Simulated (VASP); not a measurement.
AlAs: single point with r2SCAN

The system is AlAs.

```
Al As
1.0
     0.00000    2.83892    2.83892
     2.83892    0.00000    2.83892
     2.83892    2.83892    0.00000
Al As
1 1
Direct
  0.00000 0.00000 0.00000
  0.75000 0.75000 0.75000
```

```
Program             : VASP 6.6.1
Task                : single point
Functional          : r2SCAN
Potentials or basis : VASP PAW PBE potentials, release 64 (Al, As)
Cutoff              : 550 eV
k mesh              : 6 × 6 × 6
Occupations         : gaussian, width 0.01 eV
Spin                : no spin polarisation
```

```
Pressure               : 0.0 GPa
Band gap on the k mesh : 1.80 eV (least direct gap 2.63 eV)
```

Levels at points of the mesh, in eV from the valence-band top:
| k point | band 1 | band 2 | band 3 | band 4 | band 5 | band 6 | band 7 | band 8 | band 9 |
| --- | --- | --- | --- | --- | --- | --- | --- | --- | --- |
| (0.00, 0.00, 0.00) | -12.27 | 0.00 | 0.00 | 0.00 | 2.63 | 4.69 | 4.69 | 4.69 | 9.50 |
| (0.50, 0.00, 0.00) | -10.80 | -5.66 | -0.84 | -0.84 | 2.61 | 5.09 | 5.09 | 8.38 | 11.99 |
| (0.50, 0.50, 0.00) | -10.23 | -5.51 | -2.22 | -2.22 | 1.80 | 2.68 | 11.11 | 11.11 | 12.60 |

Wall time 67 s on 1 thread of Intel Xeon 8259CL (shared host), peak memory 0.18 GiB.

Caveat: the PAW data sets were made with another functional, which shifts forces and pressure a little. A k mesh can miss the band edges.
